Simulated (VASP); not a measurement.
A run of VASP 6.6.1 is set up as follows.

The input INCAR:

```
PREC = Accurate
ENCUT = 520
EDIFF = 1E-6
ISMEAR = -1
SIGMA = 0.1
LREAL = False
LASPH = True
NELM = 80
ALGO = Normal
ISIF = 2
LWAVE = False
LCHARG = False
GGA = B5
ALDAX = 1.0
AGGAX = 1.0
AGGAC = 1.0
ALDAC = 0.0
NBANDS = 21
```

Contents of KPOINTS:

```
Automatic mesh
0
Gamma
  21 21 12
```

The input POSCAR:

```
Ru
1.0
    2.7683314406      0.0000000000      0.0000000000
   -1.3841657203      2.3974453537      0.0000000000
    0.0000000000      0.0000000000      4.3482744640
Ru
2
Direct
    0.3333333333      0.6666666667      0.2500000000
    0.6666666667      0.3333333333      0.7500000000
```

Potentials or basis: VASP PAW PBE potentials, release 64 (Ru_pv).

The run is started by

```console
$ cat potpaw_PBE.64/Ru_pv/POTCAR > POTCAR
$ mpirun -np 1 vasp_std > vasp.out
```

Estimate the pressure.

0.7 GPa.

What does it give for the band gap on the k mesh?

Zero (band 14 reaches 13.66 eV, above the bottom of band 15 at 10.77 eV).

Stress tensor (GPa, compression positive):
```
0.43 0.00 0.00
0.00 0.43 0.00
0.00 0.00 1.11
```

Caveat: the PAW data sets were made with another functional, which shifts forces and pressure a little.
